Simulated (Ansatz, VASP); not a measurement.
Ag in VASP and in Ansatz

```
Ag
1.0
    -1.64680    1.64680    1.64680
     1.64680   -1.64680    1.64680
     1.64680    1.64680   -1.64680
Ag
1
Direct
  0.00000 0.00000 0.00000
```

Alike in both runs: task single point; functional r2SCAN; k mesh 8 × 8 × 8; occupations fermi-dirac, width 0.15 eV; no spin polarisation.

|  | VASP | Ansatz |
| --- | --- | --- |
| version | VASP 6.6.1 | Ansatz 0.2.0 |
| potentials or method | VASP PAW PBE potentials, release 64 (Ag) | plane waves, PAW |
| plane-wave cutoff (eV) | 550 | 500 |
| valence electrons in the cell | 11 | 19 |

VASP gave:

* pressure (GPa): -1.9

**Question.** What did Ansatz give for the same quantities?

**Answer.** Pressure (GPa): -2.0.

VASP's potentials were made for PBE, not for r2SCAN. VASP's potentials hold 11 valence electrons a cell and Ansatz's 19, so a difference there can come from the potentials and not from the codes.
